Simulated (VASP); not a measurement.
# Te (Pm-3n) in VASP: a series of runs

Runs on Te. Level: RPBE. Tasks: single point, relaxation of cell and atoms.

Program: VASP 6.6.1. These are calculated values, not measurements. Logs are shortened: lines on timing, memory, paths and dates and some standing lists are left out, and cuts for length are marked.

## (1) The cell of the first run

The structure is cubic, space group Pm-3n (No. 223). Conventional cell: a = 6.216 Å, b = 6.216 Å, c = 6.216 Å, α = 90.00°, β = 90.00°, γ = 90.00°. Te (site symmetry m-3) has 12 Te at 3.47 Å within 4.6 Å. Within 4.1 Å of Te (site symmetry -4m2) lie 14 Te at 3.11 to 3.81 Å.

## (2) Single point, RPBE

INCAR

```
ALGO = Normal
EDIFF = 1E-6
ENCUT = 520
GGA = RP
ISIF = 2
ISMEAR = -1
LASPH = True
LCHARG = False
LREAL = False
LWAVE = False
NBANDS = 34
NELM = 80
PREC = Accurate
SIGMA = 0.1
```

KPOINTS

```
k-points
0
Gamma
  4 4 4
```

POSCAR

```
Te
1.0
    6.2158002389      0.0000000000      0.0000000000
    0.0000000000      6.2158002389      0.0000000000
    0.0000000000      0.0000000000      6.2158002389
Te
8
Direct
    1.0000000000      0.0000000000      1.0000000000
    0.5000000000      0.5000000000      0.5000000000
    0.2500000000      1.0000000000      0.5000000000
    0.7500000000      0.0000000000      0.5000000000
    0.5000000000      0.2500000000      0.0000000000
    0.5000000000      0.7500000000      0.0000000000
    0.0000000000      0.5000000000      0.2500000000
    0.0000000000      0.5000000000      0.7500000000
```

Potentials or basis: VASP PAW PBE potentials, release 64 (Te).

Launch:

```bash
cat potpaw_PBE.64/Te/POTCAR > POTCAR
mpirun -np 1 vasp_std > vasp.out
```

OUTCAR:

```text
EDIFF = 1E-6
   ENCUT = 520
   GGA = RP
   ISIF = 2
   ISMEAR = -1
   LASPH = True
   LREAL = False
   NELM = 80
   PREC = Accurate

 ion  position               nearest neighbor table
   1  0.000  0.000  0.000-   3 3.47   4 3.47   5 3.47   6 3.47   7 3.47   8 3.47   3 3.47   4 3.47
                             7 3.47   8 3.47   5 3.47   6 3.47
   2  0.500  0.500  0.500-   3 3.47   4 3.47   5 3.47   6 3.47   7 3.47   8 3.47   5 3.47   6 3.47
                             3 3.47   4 3.47   7 3.47   8 3.47
   3  0.250  0.000  0.500-   4 3.11   4 3.11   1 3.47   1 3.47   2 3.47   2 3.47
   4  0.750  0.000  0.500-   3 3.11   3 3.11   1 3.47   1 3.47   2 3.47   2 3.47
   5  0.500  0.250  0.000-   6 3.11   6 3.11   1 3.47   2 3.47   2 3.47   1 3.47
   6  0.500  0.750  0.000-   5 3.11   5 3.11   1 3.47   2 3.47   2 3.47   1 3.47
   7  0.000  0.500  0.250-   8 3.11   8 3.11   1 3.47   2 3.47   1 3.47   2 3.47
   8  0.000  0.500  0.750-   7 3.11   7 3.11   1 3.47   2 3.47   1 3.47   2 3.47

  LATTYP: Found a simple cubic cell.
 ALAT       =     6.2158002389

  Lattice vectors:

 A1 = (   6.2158002389,   0.0000000000,   0.0000000000)
 A2 = (   0.0000000000,   6.2158002389,   0.0000000000)
 A3 = (   0.0000000000,   0.0000000000,   6.2158002389)

Analysis of symmetry for initial positions (statically):
=====================================================================
 Subroutine PRICEL returns:
 Original cell was already a primitive cell.

 Routine SETGRP: Setting up the symmetry group for a
 simple cubic supercell.

 Subroutine GETGRP returns: Found 48 space group operations
 (whereof 24 operations were pure point group operations)
 out of a pool of 48 trial point group operations.

The static configuration has the point symmetry T_h .
 The point group associated with its full space group is O_h .

Analysis of symmetry for dynamics (positions and initial velocities):
=====================================================================
 Subroutine PRICEL returns:
 Original cell was already a primitive cell.

 Routine SETGRP: Setting up the symmetry group for a
 simple cubic supercell.

 Subroutine GETGRP returns: Found 48 space group operations
 (whereof 24 operations were pure point group operations)
 out of a pool of 48 trial point group operations.

The dynamic configuration has the point symmetry T_h .
 The point group associated with its full space group is O_h .

 Subroutine INISYM returns: Found 48 space group operations
 (whereof 24 operations are pure point group operations),
 and found     1 'primitive' translations

----------------------------------------------------------------------------------------

                                     Primitive cell

  volume of cell :     240.1547

  direct lattice vectors                    reciprocal lattice vectors
     6.215800239  0.000000000  0.000000000     0.160880331  0.000000000  0.000000000
     0.000000000  6.215800239  0.000000000     0.000000000  0.160880331  0.000000000
     0.000000000  0.000000000  6.215800239     0.000000000  0.000000000  0.160880331

  length of vectors
     6.215800239  6.215800239  6.215800239     0.160880331  0.160880331  0.160880331

  position of ions in fractional coordinates (direct lattice)
     0.000000000  0.000000000  0.000000000
     0.500000000  0.500000000  0.500000000
     0.250000000  0.000000000  0.500000000
     0.750000000  0.000000000  0.500000000
     0.500000000  0.250000000  0.000000000
     0.500000000  0.750000000  0.000000000
     0.000000000  0.500000000  0.250000000
     0.000000000  0.500000000  0.750000000

  ion indices of the primitive-cell ions
   primitive index   ion index
                 1           1
                 2           2
                 3           3
                 4           4
                 5           5
                 6           6
                 7           7
                 8           8

----------------------------------------------------------------------------------------

 KPOINTS: k-points

Automatic generation of k-mesh.
 Grid dimensions read from file:
 generate k-points for:    4    4    4

 Generating k-lattice:

  Cartesian coordinates                     Fractional coordinates (reciprocal lattice)
     0.040220083  0.000000000  0.000000000     0.250000000  0.000000000  0.000000000
     0.000000000  0.040220083  0.000000000     0.000000000  0.250000000  0.000000000
     0.000000000  0.000000000  0.040220083     0.000000000  0.000000000  0.250000000

  Length of vectors
     0.040220083  0.040220083  0.040220083

  Shift w.r.t. Gamma in fractional coordinates (k-lattice)
     0.000000000  0.000000000  0.000000000

 Subroutine IBZKPT returns following result:
 ===========================================

 Found     10 irreducible k-points:

 Following reciprocal coordinates:
            Coordinates               Weight
  0.000000  0.000000  0.000000      1.000000
  0.250000  0.000000  0.000000      6.000000
  0.500000  0.000000  0.000000      3.000000
  0.250000  0.250000  0.000000     12.000000
  0.500000  0.250000  0.000000     12.000000
  0.500000  0.500000  0.000000      3.000000
  0.250000  0.250000  0.250000      8.000000
  0.500000  0.250000  0.250000     12.000000
  0.500000  0.500000  0.250000      6.000000
  0.500000  0.500000  0.500000      1.000000
   k-points           NKPTS =     10   k-points in BZ     NKDIM =     10   number of bands    NBANDS=     34
   number of dos      NEDOS =    301   number of ions     NIONS =      8
   total plane-waves  NPLWV = 110592
   dimension x,y,z NGX =    48 NGY =   48 NGZ =   48
   dimension x,y,z NGXF=    96 NGYF=   96 NGZF=   96
   ions per type =               8
   NGX,Y,Z   is equivalent  to a cutoff of  12.84, 12.84, 12.84 a.u.
   NGXF,Y,Z  is equivalent  to a cutoff of  25.68, 25.68, 25.68 a.u.
 SYSTEM =  unknown system
   PREC   = accura    normal or accurate (medium, high low for compatibility)
   ISTART =      0    job   : 0-new  1-cont  2-samecut
   ICHARG =      2    charge: 1-file 2-atom 10-const
   ISPIN  =      1    spin polarized calculation?
   LNONCOLLINEAR =      F non collinear calculations
   LSORBIT =      F    spin-orbit coupling
   LASPH  =      T    aspherical Exc in radial PAW
   ENCUT  =  520.0 eV  38.22 Ry    6.18 a.u.  11.56 11.56 11.56*2*pi/ulx,y,z
   NELM   =     80;   NELMIN=  2; NELMDL= -5     # of ELM steps
   EDIFF  = 0.1E-05   stopping-criterion for ELM
   LREAL  =      F    real-space projection
   EDIFFG = 0.1E-04   stopping-criterion for IOM
   NSW    =      0    number of steps for IOM
   IBRION =     -1    ionic relax: 0-MD 1-quasi-New 2-CG
   NFREE  =      0    steps in history (QN), initial steepest desc. (CG)
   ISIF   =      2    stress and relaxation
   ISYM   =      2    0-nonsym 1-usesym 2-fastsym
   POTIM  = 0.5000    time-step for ionic-motion
   TEBEG  =    0.0;   TEEND  =   0.0 temperature during run
   PSTRESS=    0.0 pullay stress
   NELECT =      48.0000    total number of electrons
   NUPDOWN=      -1.0000    fix difference up-down
   EMIN   =  10.00;   EMAX   =-10.00  energy-range for DOS
   EFERMI =   0.00;   METHOD = LEGACY
   ISMEAR =    -1;   SIGMA  =   0.10  broadening in eV -4-tet -1-fermi 0-gaus
   EFERMI_NEDOS =   21; number of points for ismear=-14 and -15
   IALGO  =     38    algorithm
   IMIX   =      4    mixing-type and parameters
     AMIX     =   0.40;   BMIX     =  1.00
     AMIX_MAG =   1.60;   BMIX_MAG =  1.00
  volume/ion in A,a.u.               =      30.02       202.58
  Fermi-wavevector in a.u.,A,eV,Ry     =   0.957175  1.808799 12.465450  0.916185
  Thomas-Fermi vector in A             =   2.086170
   LORBIT       =      0    0 simple, 1 ext, 2 COOP (PROOUT), +10 PAW based schemes
   GGA     = RP    functional components
   LHFCALC =     F    Hartree Fock is set to
   AEXX    =    0.0000 exact exchange contribution
   IVDW    =     0    specifies the selected vdW correction
   LEPSILON=     F    determine dielectric tensor
   LRPA    =     F    only Hartree local field effects (RPA)
 non-spin polarized calculation
  energy-cutoff  :      520.00
  volume of cell :      240.15
 maximum number of plane-waves:      6496
 NGX is ok and might be reduce to    48
   NGX = 23   NGY = 23   NGZ = 23

 number of electron      47.9999993 magnetization

 Free energy of the ion-electron system (eV)
  ---------------------------------------------------
  ext. energy  EPLUGINS =         0.00000000
  ---------------------------------------------------
  free energy    TOTEN  =       -18.36205427 eV

  energy without entropy =      -18.02418055  energy(sigma->0) =      -18.19311741

 E-fermi :   7.1318     XC(G=0):  -9.7812

 val. band max:        7.0968795341   @ k =   0.2500   0.2500   0.2500
 cond. band min:       7.1596589975   @ k =   0.2500   0.2500   0.0000
 fundamental gap:      0.0627794633
 Fermi energy:         7.1318032964

 k-point     1 :       0.0000    0.0000    0.0000
  band No.  band energies     occupation
      1      -6.3080      2.00000
      2      -4.1921      2.00000
      3      -4.1921      2.00000
      4      -4.0547      2.00000
      5      -2.7062      2.00000
      6      -2.6269      2.00000
[... 26 lines left out ...]
     33      12.5302      0.00000
     34      13.7837      0.00000

 k-point     2 :       0.2500    0.0000    0.0000
  band No.  band energies     occupation
      1      -6.1009      2.00000
      2      -4.6720      2.00000
      3      -4.0349      2.00000
      4      -3.9747      2.00000
      5      -2.8978      2.00000
      6      -2.7745      2.00000
[... 26 lines left out ...]
     33      12.4789      0.00000
     34      13.2268      0.00000

 k-point     3 :       0.5000    0.0000    0.0000
  band No.  band energies     occupation
      1      -5.5080      2.00000
      2      -5.5080      2.00000
      3      -3.7801      2.00000
      4      -3.7801      2.00000
      5      -3.1257      2.00000
      6      -3.1257      2.00000
[... 26 lines left out ...]
     33      12.8611      0.00000
     34      12.8622      0.00000

 k-point     4 :       0.2500    0.2500    0.0000
  band No.  band energies     occupation
      1      -5.8956      2.00000
      2      -4.4968      2.00000
      3      -4.4941      2.00000
      4      -3.8566      2.00000
      5      -3.2623      2.00000
      6      -2.8890      2.00000
[... 26 lines left out ...]
     33      12.5935      0.00000
     34      13.0674      0.00000

 k-point     5 :       0.5000    0.2500    0.0000
  band No.  band energies     occupation
      1      -5.3229      2.00000
      2      -5.2975      2.00000
      3      -4.1374      2.00000
      4      -3.7754      2.00000
      5      -3.6073      2.00000
      6      -3.0995      2.00000
[... 26 lines left out ...]
     33      12.3953      0.00000
     34      12.5709      0.00000

 k-point     6 :       0.5000    0.5000    0.0000
  band No.  band energies     occupation
      1      -4.8346      2.00000
      2      -4.7791      2.00000
      3      -4.7791      2.00000
      4      -4.5749      2.00000
      5      -3.2094      2.00000
      6      -3.0708      2.00000
[... 26 lines left out ...]
     33      11.9630      0.00000
     34      12.1963      0.00000

 k-point     7 :       0.2500    0.2500    0.2500
  band No.  band energies     occupation
      1      -5.6922      2.00000
      2      -4.3381      2.00000
      3      -4.3110      2.00000
      4      -4.3110      2.00000
      5      -3.2631      2.00000
      6      -3.0660      2.00000
[... 26 lines left out ...]
     33      12.7929      0.00000
     34      12.7957      0.00000

 k-point     8 :       0.5000    0.2500    0.2500
  band No.  band energies     occupation
      1      -5.1145      2.00000
      2      -5.1145      2.00000
      3      -3.9555      2.00000
      4      -3.9555      2.00000
      5      -3.6432      2.00000
      6      -3.6432      2.00000
[... 26 lines left out ...]
     33      12.6292      0.00000
     34      12.6292      0.00000

 k-point     9 :       0.5000    0.5000    0.2500
  band No.  band energies     occupation
      1      -4.6159      2.00000
      2      -4.5985      2.00000
      3      -4.5985      2.00000
      4      -4.4154      2.00000
      5      -3.4647      2.00000
      6      -3.4179      2.00000
[... 26 lines left out ...]
     33      12.7789      0.00000
     34      12.9819      0.00000

 k-point    10 :       0.5000    0.5000    0.5000
  band No.  band energies     occupation
      1      -4.1793      2.00000
      2      -4.1793      2.00000
      3      -3.9852      2.00000
      4      -3.9852      2.00000
      5      -3.9852      2.00000
      6      -3.9852      2.00000
[... 26 lines left out ...]
     33      14.2671      0.00000
     34      14.2671      0.00000

------------------------ aborting loop because EDIFF is reached ----------------------------------------

  FORCE on cell =-STRESS in cart. coord.  units (eV):
  Direction    XX          YY          ZZ          XY          YZ          ZX
  --------------------------------------------------------------------------------------
  -------------------------------------------------------------------------------------
  Total       -0.1599068     -0.1599068     -0.1599068     -0.0000000      0.0000000      0.0000000
  in kB       -1.0668080     -1.0668080     -1.0668080     -0.0000000      0.0000000      0.0000000
  external PRESSURE =      -1.0668080 kB  Pullay stress =       0.0000000 kB

 VOLUME and BASIS-vectors are now :
 -----------------------------------------------------------------------------
  energy-cutoff  :      520.00
  volume of cell :      240.15
      direct lattice vectors                 reciprocal lattice vectors
     6.215800239  0.000000000  0.000000000     0.160880331  0.000000000  0.000000000
     0.000000000  6.215800239  0.000000000     0.000000000  0.160880331  0.000000000
     0.000000000  0.000000000  6.215800239     0.000000000  0.000000000  0.160880331

 POSITION                                       TOTAL-FORCE (eV/Angst)
 -----------------------------------------------------------------------------------
      0.00000      0.00000      0.00000         0.000000      0.000000     -0.000000
      3.10790      3.10790      3.10790         0.000000      0.000000     -0.000000
      1.55395      0.00000      3.10790        -0.000000     -0.000000      0.000000
      4.66185      0.00000      3.10790         0.000000     -0.000000     -0.000000
      3.10790      1.55395      0.00000        -0.000000      0.000000     -0.000000
      3.10790      4.66185      0.00000        -0.000000     -0.000000      0.000000
      0.00000      3.10790      1.55395        -0.000000      0.000000      0.000000
      0.00000      3.10790      4.66185         0.000000      0.000000     -0.000000
 -----------------------------------------------------------------------------------
    total drift:                               -0.000000     -0.000000      0.000000

  FREE ENERGIE OF THE ION-ELECTRON SYSTEM (eV)
  ---------------------------------------------------
  free  energy   TOTEN  =       -18.3620542654 eV

  energy  without entropy=      -18.0241805490  energy(sigma->0) =      -18.19311741
```

Run time: 72 s. Hardware: 1 thread of Intel Xeon Platinum 8375C at 2.90GHz (Ice Lake), shared host; peak memory 0.33 GiB.

What came out:

| Property | Result |
| --- | --- |
| Free energy | -18.3621 eV |
| Pressure | -0.1 GPa |
| Band gap on the k mesh | zero (band 24 reaches 7.25 eV, above the bottom of band 25 at 6.40 eV) |

Caveat: the PAW data sets were made with another functional, which shifts forces and pressure a little; spin-orbit coupling is left out, which moves the levels of the heavy elements.

[end of part 1 of 2]
